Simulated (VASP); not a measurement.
# CrB5 (F-43m) in VASP: notebook, part 2 of 2

VASP 6.6.1. The steps go on from the part before.

## 3. Relaxation of cell and atoms, PBE, collinear spin, ferromagnetic start

This run uses another cell than the first one, of 8.41 Å³/atom, 1.276 times its volume.

Input file INCAR:

```
SYSTEM = CrB5
PREC = Accurate ; ENCUT = 500
EDIFF = 1E-7 ; ISMEAR = 0
SIGMA = 0.1 ; LREAL = .FALSE.
LASPH = .TRUE. ; NELM = 200
ALGO = Normal ; ISIF = 3
LWAVE = .FALSE. ; LCHARG = .FALSE.
ISPIN = 2 ; MAGMOM = 3 0 0 0 0 0
LORBIT = 11 ; LMAXMIX = 4
GGA = PE ; IBRION = 2
NSW = 90 ; EDIFFG = -0.04
GGA_COMPAT = .FALSE. ; NELMIN = 4
```

Input file KPOINTS:

```
regular mesh
0
G
  6 6 6
  0 0 0
```

Input file POSCAR:

```
CrB5
1.0
    0.0000000000      2.9324166500      2.9324166500
    2.9324166500      0.0000000000      2.9324166500
    2.9324166500      2.9324166500      0.0000000000
Cr B
1 5
Direct
    0.0000000000      0.0000000000      0.0000000000
    0.7500000000      0.7500000000      0.7500000000
    0.3750000000      0.3750000000      0.8750000000
    0.3750000000      0.8750000000      0.3750000000
    0.8750000000      0.3750000000      0.3750000000
    0.3750000000      0.3750000000      0.3750000000
```

Potentials or basis: VASP PAW PBE potentials, release 64 (Cr_pv, B).

Command:

```sh
$ cat potpaw_PBE.64/Cr_pv/POTCAR potpaw_PBE.64/B/POTCAR > POTCAR
$ mpirun -np 1 vasp_std > vasp.out
```

OUTCAR:

```text
SYSTEM = CrB5
   PREC = Accurate
   ENCUT = 500
   EDIFF = 1E-7
   ISMEAR = 0
   LREAL = .FALSE.
   LASPH = .TRUE.
   NELM = 200
   ISIF = 3
   ISPIN = 2
   LORBIT = 11
   GGA = PE
   IBRION = 2
   NSW = 90
   EDIFFG = -0.04
   NELMIN = 4

 ion  position               nearest neighbor table
   1  0.000  0.000  0.000-   3 2.43   4 2.43   5 2.43   4 2.43   5 2.43   6 2.43   3 2.43   5 2.43
                             6 2.43   3 2.43   4 2.43   6 2.43   2 2.54   2 2.54   2 2.54   2 2.54
   2  0.750  0.750  0.750-   1 2.54   1 2.54   1 2.54   1 2.54
   3  0.375  0.375  0.875-   6 2.07   4 2.07   5 2.07   6 2.07   4 2.07   5 2.07   1 2.43   1 2.43
                             1 2.43
   4  0.375  0.875  0.375-   6 2.07   3 2.07   3 2.07   5 2.07   6 2.07   5 2.07   1 2.43   1 2.43
                             1 2.43
   5  0.875  0.375  0.375-   6 2.07   3 2.07   4 2.07   3 2.07   4 2.07   6 2.07   1 2.43   1 2.43
                             1 2.43
   6  0.375  0.375  0.375-   3 2.07   4 2.07   5 2.07   3 2.07   4 2.07   5 2.07   1 2.43   1 2.43
                             1 2.43

  LATTYP: Found a face centered cubic cell.
 ALAT       =     5.8648333000

  Lattice vectors:

 A1 = (   0.0000000000,   2.9324166500,   2.9324166500)
 A2 = (   2.9324166500,   0.0000000000,   2.9324166500)
 A3 = (   2.9324166500,   2.9324166500,   0.0000000000)

Analysis of symmetry for initial positions (statically):
=====================================================================
 Subroutine PRICEL returns:
 Original cell was already a primitive cell.

 Routine SETGRP: Setting up the symmetry group for a
 face centered cubic supercell.

 Subroutine GETGRP returns: Found 24 space group operations
 (whereof 24 operations were pure point group operations)
[... 197 lines left out ...]
      5       0.3727      1.00000
      6       2.1265      1.00000
[... 863 lines left out ...]
 number of electron      27.0000010 magnetization       0.0000008

 number of electron      27.0000010 magnetization      -0.0000007

 Free energy of the ion-electron system (eV)
  ---------------------------------------------------
  ext. energy  EPLUGINS =         0.00000000
  ---------------------------------------------------
  free energy    TOTEN  =       -40.00526474 eV

  energy without entropy =      -39.99083858  energy(sigma->0) =      -39.99805166

 E-fermi :  11.1861     XC(G=0): -13.3719

 val. band max:       11.1676905516   @ k =   0.5000   0.3333   0.1667
 cond. band min:      11.2421104127   @ k =  -0.3333   0.5000   0.1667
 fundamental gap:      0.0744198610
 Fermi energy:        11.1861087685

 spin component 1

 k-point     1 :       0.0000    0.0000    0.0000
  band No.  band energies     occupation
      1     -32.1873      1.00000
      2     -32.1873      1.00000
      3     -32.1873      1.00000
      4      -6.3081      1.00000
      5       1.5482      1.00000
      6       3.4261      1.00000
[... 729 lines left out ...]
  FREE ENERGIE OF THE ION-ELECTRON SYSTEM (eV)
  ---------------------------------------------------
  free  energy   TOTEN  =       -40.0052647377 eV

  energy  without entropy=      -39.9908385818  energy(sigma->0) =      -39.99805166

 reached required accuracy - stopping structural energy minimisation

 total charge

# of ion       s       p       d       tot
------------------------------------------
    1        0.332   6.475   4.629  11.437
    2        0.732   0.884   0.000   1.617
    3        0.648   1.208   0.000   1.856
    4        0.648   1.208   0.000   1.856
    5        0.648   1.208   0.000   1.856
    6        0.648   1.208   0.000   1.856
--------------------------------------------------
tot          3.655  12.191   4.629  20.476

 magnetization (x)

# of ion       s       p       d       tot
------------------------------------------
    1       -0.000  -0.000   0.000  -0.000
    2        0.000   0.000   0.000   0.000
    3       -0.000   0.000   0.000   0.000
    4       -0.000   0.000   0.000   0.000
    5       -0.000   0.000   0.000   0.000
    6       -0.000   0.000   0.000   0.000
--------------------------------------------------
tot         -0.000  -0.000   0.000  -0.000
```

OSZICAR:

```text
N       E                     dE             d eps       ncg     rms          rms(c)
DAV:   1     0.166077593571E+03    0.16608E+03   -0.13493E+04  1216   0.137E+03
[... 61 lines left out ...]
DAV:   3    -0.400055288694E+02    0.65009E-01   -0.33809E-01  1616   0.521E+00    0.192E-01
DAV:   4    -0.400052983626E+02    0.23051E-03   -0.32617E-03  1328   0.379E-01    0.569E-02
DAV:   5    -0.400052674430E+02    0.30920E-04   -0.27209E-04  1574   0.140E-01    0.224E-02
DAV:   6    -0.400052645906E+02    0.28524E-05   -0.19515E-05  1484   0.431E-02    0.753E-03
DAV:   7    -0.400052645202E+02    0.70419E-07   -0.42388E-06  1542   0.187E-02    0.329E-03
DAV:   8    -0.400052646971E+02   -0.17685E-06   -0.37310E-07  1332   0.642E-03    0.351E-04
DAV:   9    -0.400052647377E+02   -0.40605E-07   -0.14737E-08   710   0.113E-03
   5 F= -.40005265E+02 E0= -.39998052E+02  d E =-.120841E-02  mag=     0.0000
```

Run time: 2.7 min. Hardware: 1 thread of Intel Xeon 6975P-C, shared host; peak memory 0.2 GiB.

What came out:

```
Free energy                                           : -40.0053 eV
Relaxed volume                                        : 6.60 Å³/atom
Relaxed cell                                          : a = 3.825 Å, b = 3.825 Å, c = 3.825 Å, α = 60.00°, β = 60.00°, γ = 60.00°
Space group after relaxing (to 0.05 Å)                : F-43m (No. 216)
Energy gained by relaxing                             : 310.1 meV/atom
Ionic steps                                           : 5
Pressure after relaxing                               : -0.8 GPa
Net moment                                            : 0.00 μB per cell
Valence electrons inside the program's atomic spheres : Cr 11.44; B 1.62, 1.86
```

The path:
| step | energy change (eV) | largest force (eV/Å) | pressure (GPa) | volume (Å³) |
| --- | --- | --- | --- | --- |
| 1 | 0.0000 | 0.0217 | -44.26 | 50.43 |
| 2 | -1.3732 | 0.2023 | 41.04 | 35.31 |
| 3 | -1.8601 | 0.1010 | -0.31 | 39.52 |
| 4 | -1.8595 | 0.1048 | 1.22 | 39.32 |
| 5 | -1.8607 | 0.0093 | -0.83 | 39.59 |

Final structure:
```cif
data_structure
_symmetry_space_group_name_H-M 'P 1'
_symmetry_Int_Tables_number 1
_cell_length_a 3.8255
_cell_length_b 3.8255
_cell_length_c 3.8255
_cell_angle_alpha 60.000
_cell_angle_beta 60.000
_cell_angle_gamma 60.000
_cell_volume 39.59
loop_
_atom_site_label
_atom_site_type_symbol
_atom_site_fract_x
_atom_site_fract_y
_atom_site_fract_z
_atom_site_occupancy
Cr1 Cr 0.00000 0.00000 0.00000 1
B1 B 0.75000 0.75000 0.75000 1
B2 B 0.37544 0.37544 0.87368 1
B3 B 0.37544 0.87368 0.37544 1
B4 B 0.87368 0.37544 0.37544 1
B5 B 0.37544 0.37544 0.37544 1
```

Caveat: the starting moments collapsed, and a magnetic state may lie lower; the volume moved by over 15 % at a fixed basis, so the end points are rough.
